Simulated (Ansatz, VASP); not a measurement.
Two plane-wave programs on Li

```
CELL_PARAMETERS angstrom
2.71469 0.00000 0.00000
0.00000 2.71469 0.00000
0.00000 0.00000 2.71469
ATOMIC_POSITIONS crystal
Li 0.50000 0.50000 0.50000
```

Alike in both runs: task relaxation of cell and atoms; functional PBE; k mesh 20 × 20 × 20; occupations gaussian, width 0.1 eV; no spin polarisation.

```csv
,VASP,Ansatz
version,VASP 6.6.1,Ansatz 0.2.0
potentials or method,"VASP PAW PBE potentials, release 64 (Li_sv), cutoff 600 eV","scalar-relativistic, plane waves, PAW"
valence electrons in the cell,3,3
```

Ansatz gave:

- gap on the k mesh at the Fermi level, each at its own relaxed structure (eV): none
- relaxed volume (Å³/atom): 20.40
- relaxed length of the cell vector where the two differ most in proportion (Å): 2.732

What did VASP give for the same quantities?

gap on the k mesh at the Fermi level, each at its own relaxed structure (eV): none; relaxed volume (Å³/atom): 20.15; relaxed length of the cell vector where the two differ most in proportion (Å): 2.721.

A gap of «none» marks a metal or a gap that the smearing closes.

Noted on VASP's run: the cutoff is under 1.25 times that of the potentials, so the pressure is a little rough.
